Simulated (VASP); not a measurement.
Yb, 1 atom in the cell. It takes space group Im-3m (No. 229, cubic). The conventional cell has a = 4.215 Å, b = 4.215 Å, c = 4.215 Å, α = 90.00°, β = 90.00°, γ = 90.00°. Within 4.8 Å of Yb (site symmetry m-3m) lie 14 Yb at 3.65 to 4.22 Å. This isn't the form of Yb at room conditions, which is fcc.

| Property | Result |
| --- | --- |
| Program | VASP 6.6.1 |
| Task | single point |
| Functional | r2SCAN |
| Potentials or basis | VASP PAW PBE potentials, release 64 (Yb) |
| Cutoff | 520 eV |
| k mesh | 9 × 9 × 9 |
| Occupations | fermi-dirac, width 0.05 eV |
| Spin | collinear spin, ferromagnetic start |
| Starting moments | [1.0] μB |
| Dipole correction | no |
| Further INCAR settings | ALGO = Normal; EDIFF = 1e-07; NBANDS = 22 |

Potentials or basis: VASP PAW PBE potentials, release 64 (Yb).

Launch:

```bash
$ cat potpaw_PBE.64/Yb/POTCAR > POTCAR
$ cp INCAR.step1 INCAR
$ mpirun -np 1 vasp_std > vasp.out
$ cp INCAR.step2 INCAR
$ mpirun -np 1 vasp_std > vasp.out
```

Hardware: 1 thread of Oxide Virtual Turin-like Processor, with other jobs on the host.

Problem. Estimate the wall time of this run.

Solution. Wall time 16 min on 1 thread of Oxide Virtual Turin-like Processor, with other jobs on the host, peak memory 0.19 GiB. Counts: k points 35.
